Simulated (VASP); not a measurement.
# InP (pbe) (I-4m2) in VASP: relaxation of the atoms with PBE

Aim: the relaxation of the atoms of InP (pbe) with PBE.

Everything below comes from runs of VASP 6.6.1. Logs are shortened: lines on timing, memory, paths and dates and some standing lists are left out, and cuts for length are marked.

### Step 1. The cell of the first run

The structure is tetragonal, space group I-4m2 (No. 119). Conventional cell: a = 4.058 Å, b = 4.058 Å, c = 6.186 Å, α = 90.00°, β = 90.00°, γ = 90.00°. In (site symmetry -4m2) has 4 P at 2.55 Å within 3.4 Å. Within 3.4 Å of P (site symmetry -4m2) lie 4 In at 2.55 Å.

### Step 2. Relaxation of the atoms, PBE (strained cell)

File INCAR:

```
PREC = Accurate ; ENCUT = 450
EDIFF = 1E-7 ; ISMEAR = 0
SIGMA = 0.02 ; LREAL = F
LASPH = T ; NELM = 120
ALGO = Normal ; ISIF = 2
LWAVE = F ; LCHARG = F
GGA = PE ; IBRION = 2
NSW = 60 ; EDIFFG = -0.002
GGA_COMPAT = F ; NELMIN = 4
```

File KPOINTS:

```
Automatic mesh
0
Gamma
  10 10 10
```

File POSCAR:

```
InP
1.0
    0.0000000000      2.8693094203      3.0932448591
    2.8693094203      0.0000000000      3.0932448591
    2.8693094203      2.8693094203      0.0000000000
In P
1 1
Direct
    0.0000000000      0.0000000000      0.0000000000
    0.2500000000      0.2500000000      0.2500000000
```

Potentials or basis: VASP PAW PBE potentials, release 64 (In_d, P).

Command:

```sh
$ cat potpaw_PBE.64/In_d/POTCAR potpaw_PBE.64/P/POTCAR > POTCAR
$ mpirun -np 1 vasp_std > vasp.out
```

OUTCAR:

```text
PREC = Accurate
   ENCUT = 450
   EDIFF = 1E-7
   ISMEAR = 0
   LREAL = F
   LASPH = T
   NELM = 120
   ISIF = 2
   GGA = PE
   IBRION = 2
   NSW = 60
   EDIFFG = -0.002
   NELMIN = 4

 ion  position               nearest neighbor table
   1  0.000  0.000  0.000-   2 2.55   2 2.55   2 2.55   2 2.55
   2  0.250  0.250  0.250-   1 2.55   1 2.55   1 2.55   1 2.55

  LATTYP: Found a body centered tetragonal cell.
 ALAT       =     4.0578162968
 C/A-ratio  =     1.5245859511

  Lattice vectors:

 A1 = (  -2.8693094203,   0.0000000000,   3.0932448591)
 A2 = (   2.8693094203,   0.0000000000,   3.0932448591)
 A3 = (   0.0000000000,   2.8693094203,  -3.0932448591)

Analysis of symmetry for initial positions (statically):
=====================================================================
 Subroutine PRICEL returns:
 Original cell was already a primitive cell.

 Routine SETGRP: Setting up the symmetry group for a
 body centered tetragonal supercell.

 Subroutine GETGRP returns: Found  8 space group operations
 (whereof  8 operations were pure point group operations)
 out of a pool of 16 trial point group operations.

The static configuration has the point symmetry D_2d.

Analysis of symmetry for dynamics (positions and initial velocities):
=====================================================================
 Subroutine PRICEL returns:
 Original cell was already a primitive cell.

 Routine SETGRP: Setting up the symmetry group for a
 body centered tetragonal supercell.

 Subroutine GETGRP returns: Found  8 space group operations
 (whereof  8 operations were pure point group operations)
 out of a pool of 16 trial point group operations.

The dynamic configuration has the point symmetry D_2d.

 Subroutine INISYM returns: Found  8 space group operations
 (whereof  8 operations are pure point group operations),
 and found     1 'primitive' translations

----------------------------------------------------------------------------------------

                                     Primitive cell

  volume of cell :      50.9330

  direct lattice vectors                    reciprocal lattice vectors
     0.000000000  2.869309420  3.093244859    -0.174257958  0.174257958  0.161642554
     2.869309420  0.000000000  3.093244859     0.174257958 -0.174257958  0.161642554
     2.869309420  2.869309420  0.000000000     0.174257958  0.174257958 -0.161642554

  length of vectors
     4.219135019  4.219135019  4.057816297     0.294720184  0.294720184  0.294720184

  position of ions in fractional coordinates (direct lattice)
     0.000000000  0.000000000  0.000000000
     0.250000000  0.250000000  0.250000000

  ion indices of the primitive-cell ions
   primitive index   ion index
                 1           1
                 2           2

----------------------------------------------------------------------------------------

 KPOINTS: Automatic mesh

Automatic generation of k-mesh.
 Grid dimensions read from file:
 generate k-points for:   10   10   10

 Generating k-lattice:

  Cartesian coordinates                     Fractional coordinates (reciprocal lattice)
    -0.017425796  0.017425796  0.016164255     0.100000000  0.000000000  0.000000000
     0.017425796 -0.017425796  0.016164255     0.000000000  0.100000000  0.000000000
     0.017425796  0.017425796 -0.016164255     0.000000000  0.000000000  0.100000000

  Length of vectors
     0.029472018  0.029472018  0.029472018

  Shift w.r.t. Gamma in fractional coordinates (k-lattice)
     0.000000000  0.000000000  0.000000000

 Subroutine IBZKPT returns following result:
 ===========================================

 Found    102 irreducible k-points:

 Following reciprocal coordinates:
            Coordinates               Weight
  0.000000  0.000000  0.000000      1.000000
  0.100000  0.000000  0.000000      8.000000
  0.200000  0.000000  0.000000      8.000000
  0.300000 -0.000000  0.000000      8.000000
  0.400000  0.000000  0.000000      8.000000
  0.500000 -0.000000  0.000000      4.000000
[... 16 lines left out ...]
  0.300000  0.300000  0.000000      2.000000
  0.400000  0.300000  0.000000      8.000000
 [... further k-points ...]
   k-points           NKPTS =    102   k-points in BZ     NKDIM =    102   number of bands    NBANDS=     13
   number of dos      NEDOS =    301   number of ions     NIONS =      2
   total plane-waves  NPLWV =  25200
   dimension x,y,z NGX =    30 NGY =   30 NGZ =   28
   dimension x,y,z NGXF=    60 NGYF=   60 NGZF=   56
   ions per type =               1   1
   NGX,Y,Z   is equivalent  to a cutoff of  11.82, 11.82, 11.47 a.u.
   NGXF,Y,Z  is equivalent  to a cutoff of  23.64, 23.64, 22.94 a.u.
 SYSTEM =  unknown system
   PREC   = accura    normal or accurate (medium, high low for compatibility)
   ISTART =      0    job   : 0-new  1-cont  2-samecut
   ICHARG =      2    charge: 1-file 2-atom 10-const
   ISPIN  =      1    spin polarized calculation?
   LNONCOLLINEAR =      F non collinear calculations
   LSORBIT =      F    spin-orbit coupling
   LASPH  =      T    aspherical Exc in radial PAW
   ENCUT  =  450.0 eV  33.07 Ry    5.75 a.u.   7.30  7.30  7.02*2*pi/ulx,y,z
   NELM   =    120;   NELMIN=  4; NELMDL= -5     # of ELM steps
   EDIFF  = 0.1E-06   stopping-criterion for ELM
   LREAL  =      F    real-space projection
   EDIFFG = -.2E-02   stopping-criterion for IOM
   NSW    =     60    number of steps for IOM
   IBRION =      2    ionic relax: 0-MD 1-quasi-New 2-CG
   NFREE  =      1    steps in history (QN), initial steepest desc. (CG)
   ISIF   =      2    stress and relaxation
   ISYM   =      2    0-nonsym 1-usesym 2-fastsym
   POTIM  = 0.5000    time-step for ionic-motion
   TEBEG  =    0.0;   TEEND  =   0.0 temperature during run
   PSTRESS=    0.0 pullay stress
   NELECT =      18.0000    total number of electrons
   NUPDOWN=      -1.0000    fix difference up-down
   EMIN   =  10.00;   EMAX   =-10.00  energy-range for DOS
   EFERMI =   0.00;   METHOD = LEGACY
   ISMEAR =     0;   SIGMA  =   0.02  broadening in eV -4-tet -1-fermi 0-gaus
   EFERMI_NEDOS =   21; number of points for ismear=-14 and -15
   IALGO  =     38    algorithm
   IMIX   =      4    mixing-type and parameters
     AMIX     =   0.40;   BMIX     =  1.00
     AMIX_MAG =   1.60;   BMIX_MAG =  1.00
  volume/ion in A,a.u.               =      25.47       171.86
  Fermi-wavevector in a.u.,A,eV,Ry     =   1.157442  2.187249 18.227350  1.339672
  Thomas-Fermi vector in A             =   2.294054
   LORBIT       =      0    0 simple, 1 ext, 2 COOP (PROOUT), +10 PAW based schemes
   GGA     = PE    functional components
   LHFCALC =     F    Hartree Fock is set to
   AEXX    =    0.0000 exact exchange contribution
   IVDW    =     0    specifies the selected vdW correction
   LEPSILON=     F    determine dielectric tensor
   LRPA    =     F    only Hartree local field effects (RPA)
 conjugate gradient relaxation of ions
 non-spin polarized calculation
 Gauss-broadening in eV      SIGMA  =   0.02
  energy-cutoff  :      450.00
  volume of cell :       50.93
 maximum number of plane-waves:      1118
 NGX is ok and might be reduce to    30
   NGX = 15   NGY = 15   NGZ = 13

 number of electron      17.9999994 magnetization

 Free energy of the ion-electron system (eV)
  ---------------------------------------------------
  ext. energy  EPLUGINS =         0.00000000
  ---------------------------------------------------
  free energy    TOTEN  =        -8.36705548 eV

  energy without entropy =       -8.36705548  energy(sigma->0) =       -8.36705548

 E-fermi :   5.2908     XC(G=0):  -9.2368

 val. band max:        5.1878057986   @ k =   0.0000   0.0000   0.0000
 cond. band min:       5.6736916387   @ k =   0.0000   0.0000   0.0000
 fundamental gap:      0.4858858401
 Fermi energy:         5.2907760679

 k-point     1 :       0.0000    0.0000    0.0000
  band No.  band energies     occupation
      1      -9.1293      2.00000
      2      -9.0936      2.00000
      3      -9.0936      2.00000
      4      -8.9671      2.00000
      5      -8.9592      2.00000
      6      -6.3635      2.00000
      7       4.7927      2.00000
      8       5.1878      2.00000
      9       5.1878      2.00000
     10       5.6737      0.00000
     11       9.1452      0.00000
     12       9.1452      0.00000
     13       9.2650      0.00000

 k-point     2 :       0.1000    0.0000    0.0000
  band No.  band energies     occupation
      1      -9.1302      2.00000
      2      -9.0995      2.00000
      3      -9.0892      2.00000
      4      -8.9679      2.00000
      5      -8.9581      2.00000
      6      -6.2510      2.00000
      7       3.8662      2.00000
      8       4.8085      2.00000
      9       5.0824      2.00000
     10       6.4921      0.00000
     11       9.1227      0.00000
     12       9.3383      0.00000
     13       9.4965      0.00000

 k-point     3 :       0.2000    0.0000    0.0000
  band No.  band energies     occupation
      1      -9.1492      2.00000
      2      -9.0983      2.00000
      3      -9.0785      2.00000
      4      -8.9691      2.00000
      5      -8.9542      2.00000
      6      -5.9277      2.00000
      7       2.3737      2.00000
      8       4.4887      2.00000
      9       4.8434      2.00000
     10       6.8300      0.00000
     11       9.4654      0.00000
     12       9.7624      0.00000
     13      10.0439      0.00000
[... 305 lines left out ...]
 k-point    23 :       0.3000    0.3000    0.0000
  band No.  band energies     occupation
      1      -9.2364      2.00000
      2      -9.0352      2.00000
      3      -9.0352      2.00000
      4      -8.9782      2.00000
      5      -8.9510      2.00000
      6      -5.2370      2.00000
      7       0.7709      2.00000
      8       3.6201      2.00000
      9       3.6201      2.00000
     10       7.6019      0.00000
     11       8.1886      0.00000
     12      11.9249      0.00000
     13      12.1563      0.00000

 k-point    24 :       0.4000    0.3000    0.0000
  band No.  band energies     occupation
      1      -9.2514      2.00000
      2      -9.0296      2.00000
      3      -9.0244      2.00000
      4      -8.9794      2.00000
      5      -8.9491      2.00000
      6      -4.8468      2.00000
      7       0.1031      2.00000
      8       3.0921      2.00000
      9       3.4439      2.00000
     10       7.6563      0.00000
     11       8.3781      0.00000
     12      11.6985      0.00000
     13      12.6361      0.00000

 [... further k-points ...]
[... 5 lines left out ...]
  --------------------------------------------------------------------------------------
  -------------------------------------------------------------------------------------
  Total        1.1123920      1.1123920     -0.0029003      0.0000000      0.0000000      0.0000000
  in kB       34.9920480     34.9920480     -0.0912351      0.0000000      0.0000000      0.0000000
  external PRESSURE =      23.2976203 kB  Pullay stress =       0.0000000 kB

 VOLUME and BASIS-vectors are now :
 -----------------------------------------------------------------------------
  energy-cutoff  :      450.00
  volume of cell :       50.93
      direct lattice vectors                 reciprocal lattice vectors
     0.000000000  2.869309420  3.093244859    -0.174257958  0.174257958  0.161642554
     2.869309420  0.000000000  3.093244859     0.174257958 -0.174257958  0.161642554
     2.869309420  2.869309420  0.000000000     0.174257958  0.174257958 -0.161642554

 POSITION                                       TOTAL-FORCE (eV/Angst)
 -----------------------------------------------------------------------------------
      0.00000      0.00000      0.00000         0.000000      0.000000      0.000000
      1.43465      1.43465      1.54662        -0.000000     -0.000000     -0.000000
 -----------------------------------------------------------------------------------
    total drift:                               -0.000002     -0.000002      0.000008

  FREE ENERGIE OF THE ION-ELECTRON SYSTEM (eV)
  ---------------------------------------------------
  free  energy   TOTEN  =        -8.3670554830 eV

  energy  without entropy=       -8.3670554830  energy(sigma->0) =       -8.36705548

 reached required accuracy - stopping structural energy minimisation
```

Wall time 57 s (1 thread of Intel Xeon Platinum 8259CL at 2.50GHz (Skylake/Cascade Lake), shared host); peak memory 0.2 GiB.

What came out:

| Item | Value |
| --- | --- |
| Free energy | -8.3671 eV |
| Pressure after relaxing | 2.3 GPa |
| Band gap on the k mesh | 0.49 eV, direct |

Final structure:
```xyz
2
Lattice="0.0000 2.8693 3.0932 2.8693 0.0000 3.0932 2.8693 2.8693 0.0000" Properties=species:S:1:pos:R:3 pbc="T T T"
In    0.0000    0.0000    0.0000
P     1.4347    1.4347    1.5466
```

Caveat: the cell differs from its parent crystal (strained cell); the relaxation stopped at its first step, so nothing moved; spin-orbit coupling is left out, which moves the levels of the heavy elements.
